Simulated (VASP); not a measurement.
# AlFe2 (P6/mmm) in VASP: further runs

AlFe2 is run at these levels: LDA; tasks: single point.

Program: VASP 6.6.1. These are calculated values, not measurements. Logs are shortened: lines on timing, memory, paths and dates and some standing lists are left out, and cuts for length are marked.

## Step 1: The cell of the first run

It takes space group P6/mmm (No. 191, hexagonal). The conventional cell has a = 4.022 Å, b = 4.022 Å, c = 2.482 Å, α = 90.00°, β = 90.00°, γ = 120.00°. Within 3.3 Å of Al (site symmetry 6/mmm) lie 2 Al at 2.48 Å and 12 Fe at 2.63 Å. Within 3.1 Å of Fe (site symmetry -6m2) lie 5 Fe at 2.32 to 2.48 Å and 6 Al at 2.63 Å.

## Step 2: Single point, LDA, collinear spin, ferromagnetic start

File INCAR:

```
ALGO = Normal
EDIFF = 1E-7
ENCUT = 520
GGA = CA
ISIF = 2
ISMEAR = 1
ISPIN = 2
LASPH = T
LCHARG = F
LMAXMIX = 4
LORBIT = 11
LREAL = F
LWAVE = F
MAGMOM = 0 3.5 3.5
NBANDS = 20
NELM = 150
PREC = Accurate
SIGMA = 0.1
```

File KPOINTS:

```
k-points
0
Gamma
  7 7 9
```

File POSCAR:

```
AlFe2
1.0
    4.0215789345      0.0000000000      0.0000000000
   -2.0107894672      3.4827900121      0.0000000000
    0.0000000000      0.0000000000      2.4822431475
Al Fe
1 2
Direct
    0.0000000000      0.0000000000      0.0000000000
    0.3333333333      0.6666666667      0.5000000000
    0.6666666667      0.3333333333      0.5000000000
```

Potentials or basis: VASP PAW LDA potentials, release 64 (Al, Fe).

Launch:

```console
$ cat potpaw_LDA.64/Al/POTCAR potpaw_LDA.64/Fe/POTCAR > POTCAR
$ mpirun -np 1 vasp_std > vasp.out
```

OUTCAR:

```text
EDIFF = 1E-7
   ENCUT = 520
   GGA = CA
   ISIF = 2
   ISMEAR = 1
   ISPIN = 2
   LASPH = T
   LORBIT = 11
   LREAL = F
   NELM = 150
   PREC = Accurate

 ion  position               nearest neighbor table
   1  0.000  0.000  0.000-   2 2.63   3 2.63   2 2.63   3 2.63   3 2.63   3 2.63   2 2.63   2 2.63
                             3 2.63   3 2.63   2 2.63   2 2.63
   2  0.333  0.667  0.500-   3 2.32   3 2.32   3 2.32   1 2.63   1 2.63   1 2.63   1 2.63   1 2.63
                             1 2.63
   3  0.667  0.333  0.500-   2 2.32   2 2.32   2 2.32   1 2.63   1 2.63   1 2.63   1 2.63   1 2.63
                             1 2.63

  LATTYP: Found a hexagonal cell.
 ALAT       =     4.0215789345
 C/A-ratio  =     0.6172309901

  Lattice vectors:

 A1 = (   4.0215789345,   0.0000000000,   0.0000000000)
 A2 = (  -2.0107894672,   3.4827900121,   0.0000000000)
 A3 = (   0.0000000000,   0.0000000000,   2.4822431475)

Analysis of symmetry for initial positions (statically):
=====================================================================
 Subroutine PRICEL returns:
 Original cell was already a primitive cell.

 Routine SETGRP: Setting up the symmetry group for a
 hexagonal supercell.

 Subroutine GETGRP returns: Found 24 space group operations
 (whereof 24 operations were pure point group operations)
 out of a pool of 24 trial point group operations.

The static configuration has the point symmetry D_6h.

Analysis of symmetry for dynamics (positions and initial velocities):
=====================================================================
 Subroutine PRICEL returns:
 Original cell was already a primitive cell.

 Routine SETGRP: Setting up the symmetry group for a
 hexagonal supercell.

 Subroutine GETGRP returns: Found 24 space group operations
 (whereof 24 operations were pure point group operations)
 out of a pool of 24 trial point group operations.

The dynamic configuration has the point symmetry D_6h.

Analysis of structural, dynamic, and magnetic symmetry:
=====================================================================
 Subroutine PRICEL returns:
 Original cell was already a primitive cell.

 Routine SETGRP: Setting up the symmetry group for a
 hexagonal supercell.

 Subroutine GETGRP returns: Found 24 space group operations
 (whereof 24 operations were pure point group operations)
 out of a pool of 24 trial point group operations.

The overall configuration has the point symmetry D_6h.

 Subroutine INISYM returns: Found 24 space group operations
 (whereof 24 operations are pure point group operations),
 and found     1 'primitive' translations

----------------------------------------------------------------------------------------

                                     Primitive cell

  volume of cell :      34.7671

  direct lattice vectors                    reciprocal lattice vectors
     4.021578934  0.000000000  0.000000000     0.248658553  0.143563062  0.000000000
    -2.010789467  3.482790012  0.000000000     0.000000000  0.287126125  0.000000000
     0.000000000  0.000000000  2.482243148     0.000000000  0.000000000  0.402861420

  length of vectors
     4.021578934  4.021579360  2.482243148     0.287126155  0.287126125  0.402861420

  position of ions in fractional coordinates (direct lattice)
     0.000000000  0.000000000  0.000000000
     0.333333333  0.666666667  0.500000000
     0.666666667  0.333333333  0.500000000

  ion indices of the primitive-cell ions
   primitive index   ion index
                 1           1
                 2           2
                 3           3

----------------------------------------------------------------------------------------

 KPOINTS: k-points

Automatic generation of k-mesh.
 Grid dimensions read from file:
 generate k-points for:    7    7    9

 Generating k-lattice:

  Cartesian coordinates                     Fractional coordinates (reciprocal lattice)
     0.035522650  0.020509009  0.000000000     0.142857143  0.000000000  0.000000000
     0.000000000  0.041018018  0.000000000     0.000000000  0.142857143  0.000000000
     0.000000000  0.000000000  0.044762380     0.000000000  0.000000000  0.111111111

  Length of vectors
     0.041018022  0.041018018  0.044762380

  Shift w.r.t. Gamma in fractional coordinates (k-lattice)
     0.000000000  0.000000000  0.000000000

 Subroutine IBZKPT returns following result:
 ===========================================

 Found     40 irreducible k-points:

 Following reciprocal coordinates:
            Coordinates               Weight
  0.000000  0.000000  0.000000      1.000000
  0.142857 -0.000000  0.000000      6.000000
  0.285714 -0.000000  0.000000      6.000000
  0.428571  0.000000  0.000000      6.000000
  0.142857  0.142857  0.000000      6.000000
  0.285714  0.142857  0.000000     12.000000
[... 16 lines left out ...]
  0.428571  0.142857  0.222222     12.000000
  0.285714  0.285714  0.222222     12.000000
 [... further k-points ...]
   k-points           NKPTS =     40   k-points in BZ     NKDIM =     40   number of bands    NBANDS=     20
   number of dos      NEDOS =    301   number of ions     NIONS =      3
   total plane-waves  NPLWV =  16200
   dimension x,y,z NGX =    30 NGY =   30 NGZ =   18
   dimension x,y,z NGXF=    60 NGYF=   60 NGZF=   36
   ions per type =               1   2
   NGX,Y,Z   is equivalent  to a cutoff of  12.40, 12.40, 12.06 a.u.
   NGXF,Y,Z  is equivalent  to a cutoff of  24.80, 24.80, 24.11 a.u.
 SYSTEM =  unknown system
   PREC   = accura    normal or accurate (medium, high low for compatibility)
   ISTART =      0    job   : 0-new  1-cont  2-samecut
   ICHARG =      2    charge: 1-file 2-atom 10-const
   ISPIN  =      2    spin polarized calculation?
   LNONCOLLINEAR =      F non collinear calculations
   LSORBIT =      F    spin-orbit coupling
   LASPH  =      T    aspherical Exc in radial PAW
   ENCUT  =  520.0 eV  38.22 Ry    6.18 a.u.   7.48  7.48  4.62*2*pi/ulx,y,z
   NELM   =    150;   NELMIN=  2; NELMDL= -5     # of ELM steps
   EDIFF  = 0.1E-06   stopping-criterion for ELM
   LREAL  =      F    real-space projection
   EDIFFG = 0.1E-05   stopping-criterion for IOM
   NSW    =      0    number of steps for IOM
   IBRION =     -1    ionic relax: 0-MD 1-quasi-New 2-CG
   NFREE  =      0    steps in history (QN), initial steepest desc. (CG)
   ISIF   =      2    stress and relaxation
   ISYM   =      2    0-nonsym 1-usesym 2-fastsym
   POTIM  = 0.5000    time-step for ionic-motion
   TEBEG  =    0.0;   TEEND  =   0.0 temperature during run
   PSTRESS=    0.0 pullay stress
   NELECT =      19.0000    total number of electrons
   NUPDOWN=      -1.0000    fix difference up-down
   EMIN   =  10.00;   EMAX   =-10.00  energy-range for DOS
   EFERMI =   0.00;   METHOD = LEGACY
   ISMEAR =     1;   SIGMA  =   0.10  broadening in eV -4-tet -1-fermi 0-gaus
   EFERMI_NEDOS =   21; number of points for ismear=-14 and -15
   IALGO  =     38    algorithm
   IMIX   =      4    mixing-type and parameters
     AMIX     =   0.40;   BMIX     =  1.00
     AMIX_MAG =   1.60;   BMIX_MAG =  1.00
  volume/ion in A,a.u.               =      11.59        78.21
  Fermi-wavevector in a.u.,A,eV,Ry     =   1.338454  2.529310 24.374264  1.791458
  Thomas-Fermi vector in A             =   2.466923
   LORBIT       =     11    0 simple, 1 ext, 2 COOP (PROOUT), +10 PAW based schemes
   GGA     = CA    functional components
   LHFCALC =     F    Hartree Fock is set to
   AEXX    =    0.0000 exact exchange contribution
   IVDW    =     0    specifies the selected vdW correction
   LEPSILON=     F    determine dielectric tensor
   LRPA    =     F    only Hartree local field effects (RPA)
 spin polarized calculation
 Methfessel and Paxton  Order N= 1 SIGMA  =   0.10
  energy-cutoff  :      520.00
  volume of cell :       34.77
 maximum number of plane-waves:       949
 NGX is ok and might be reduce to    30
   NGX = 15   NGY = 15   NGZ =  9

 number of electron      18.9999994 magnetization       2.9564795

 Free energy of the ion-electron system (eV)
  ---------------------------------------------------
  ext. energy  EPLUGINS =         0.00000000
  ---------------------------------------------------
  free energy    TOTEN  =       -23.10892620 eV

  energy without entropy =      -23.10773600  energy(sigma->0) =      -23.10852946

 E-fermi :   7.6762     XC(G=0): -12.7453

 val. band max:        7.6739497133   @ k =   0.2857   0.1429   0.3333
 cond. band min:       7.6869421846   @ k =   0.1429   0.1429   0.2222
 fundamental gap:      0.0129924713
 Fermi energy:         7.6762298646

 spin component 1

 k-point     1 :       0.0000    0.0000    0.0000
  band No.  band energies     occupation
      1      -2.7711      1.00000
      2       3.8166      1.00000
      3       3.8166      1.00000
      4       3.9098      1.00000
      5       5.0448      1.00000
      6       5.2485      1.00000
[... 12 lines left out ...]
     19      23.5520      0.00000
     20      28.5509      0.00000

 k-point     2 :       0.1429   -0.0000    0.0000
  band No.  band energies     occupation
      1      -2.5138      1.00000
      2       3.3085      1.00000
      3       3.9238      1.00000
      4       4.0653      1.00000
      5       4.8409      1.00000
      6       5.2660      1.00000
[... 12 lines left out ...]
     19      23.4036      0.00000
     20      27.7016      0.00000
[... 465 lines left out ...]
      3       3.6067      1.00000
      4       4.2845      1.00000
      5       4.8127      1.00000
      6       5.1219      1.00000
[... 12 lines left out ...]
     19      20.1838      0.00000
     20      22.8400      0.00000

 k-point    24 :       0.2857    0.2857    0.2222
  band No.  band energies     occupation
      1       0.4866      1.00000
      2       2.5112      1.00000
      3       3.2010      1.00000
      4       4.2616      1.00000
      5       5.0516      1.00000
      6       5.1136      1.00000
[... 12 lines left out ...]
     19      19.3745      0.00000
     20      23.5230      0.00000

 [... further k-points ...]

 spin component 2

 k-point     1 :       0.0000    0.0000    0.0000
  band No.  band energies     occupation
      1      -2.6268      1.00000
      2       4.4047      1.00000
      3       4.4047      1.00000
      4       4.8090      1.00000
      5       6.0301      1.00000
      6       6.1531      1.00000
[... 12 lines left out ...]
     19      23.6309      0.00000
     20      28.6570      0.00000

 k-point     2 :       0.1429   -0.0000    0.0000
  band No.  band energies     occupation
      1      -2.3716      1.00000
      2       3.8273      1.00000
      3       4.5271      1.00000
      4       4.9900      1.00000
      5       5.6823      1.00000
      6       6.1407      1.00000
[... 12 lines left out ...]
     19      23.4678      0.00000
     20      27.8388      0.00000
[... 465 lines left out ...]
      3       4.2136      1.00000
      4       5.2991      1.00000
      5       5.7676      1.00000
      6       6.1330      1.00000
[... 12 lines left out ...]
     19      20.4836      0.00000
     20      23.0270      0.00000

 k-point    24 :       0.2857    0.2857    0.2222
  band No.  band energies     occupation
      1       0.6621      1.00000
      2       2.8633      1.00000
      3       3.6303      1.00000
      4       5.2898      1.00000
      5       6.0555      1.00000
      6       6.1337      1.00000
[... 12 lines left out ...]
     19      19.6966      0.00000
     20      23.7019      0.00000

 [... further k-points ...]

------------------------ aborting loop because EDIFF is reached ----------------------------------------

  FORCE on cell =-STRESS in cart. coord.  units (eV):
  Direction    XX          YY          ZZ          XY          YZ          ZX
  --------------------------------------------------------------------------------------
  -------------------------------------------------------------------------------------
  Total       -2.2916628     -2.2916634      0.8571286     -0.0000000     -0.0000000      0.0000000
  in kB     -105.6070932   -105.6071230     39.4992074     -0.0000000     -0.0000000      0.0000000
  external PRESSURE =     -57.2383362 kB  Pullay stress =       0.0000000 kB

 VOLUME and BASIS-vectors are now :
 -----------------------------------------------------------------------------
  energy-cutoff  :      520.00
  volume of cell :       34.77
      direct lattice vectors                 reciprocal lattice vectors
     4.021578934  0.000000000  0.000000000     0.248658553  0.143563062  0.000000000
    -2.010789467  3.482790012  0.000000000     0.000000000  0.287126125  0.000000000
     0.000000000  0.000000000  2.482243148     0.000000000  0.000000000  0.402861420

 POSITION                                       TOTAL-FORCE (eV/Angst)
 -----------------------------------------------------------------------------------
      0.00000      0.00000      0.00000         0.000000     -0.000000      0.000000
     -0.00000      2.32186      1.24112        -0.000000      0.000000     -0.000000
      2.01079      1.16093      1.24112         0.000000     -0.000000      0.000000
 -----------------------------------------------------------------------------------
    total drift:                               -0.000000      0.000000      0.000000

  FREE ENERGIE OF THE ION-ELECTRON SYSTEM (eV)
  ---------------------------------------------------
  free  energy   TOTEN  =       -23.1089261969 eV

  energy  without entropy=      -23.1077359993  energy(sigma->0) =      -23.10852946

 total charge

# of ion       s       p       d       tot
------------------------------------------
    1        0.399   0.449   0.000   0.849
    2        0.496   0.539   6.409   7.444
    3        0.496   0.539   6.409   7.444
--------------------------------------------------
tot          1.391   1.528  12.817  15.736

 magnetization (x)

# of ion       s       p       d       tot
------------------------------------------
    1       -0.009  -0.019   0.000  -0.028
    2        0.004   0.009   1.454   1.467
    3        0.004   0.009   1.454   1.467
--------------------------------------------------
tot         -0.000  -0.000   2.908   2.907
```

It took 47 s on 1 thread of Intel Xeon Platinum 8259CL at 2.50GHz (Skylake/Cascade Lake), shared host; peak memory 0.16 GiB.

Results:

```yaml
Free_energy: -23.1089 eV
Pressure: -5.7 GPa
Net_moment: 2.96 μB per cell
Site_moments: Al -0.03; Fe +1.47 μB
Valence_electrons_inside_the_program's_atomic_spheres: Al 0.85; Fe 7.44
```

Levels at points of the mesh, in eV from the Fermi level:
Spin up:
| k point | band 8 | band 9 | band 10 | band 11 | band 12 | band 13 | band 14 | band 15 |
| --- | --- | --- | --- | --- | --- | --- | --- | --- |
| (0.00, 0.00, 0.00) | -1.40 | -1.40 | -0.47 | -0.47 | 3.23 | 3.23 | 3.47 | 4.40 |
Spin down:
```
           k point  band 4  band 5  band 6  band 7  band 8  band 9  band 10  band 11  band 12  band 13
(0.00, 0.00, 0.00)   -2.87   -1.65   -1.52   -1.52    0.20    0.20     1.21     1.21     3.67     3.67
```

Caveat: the stress differs along the axes, from -11 to 4 GPa.

(Part 1 of 2 ends here.)
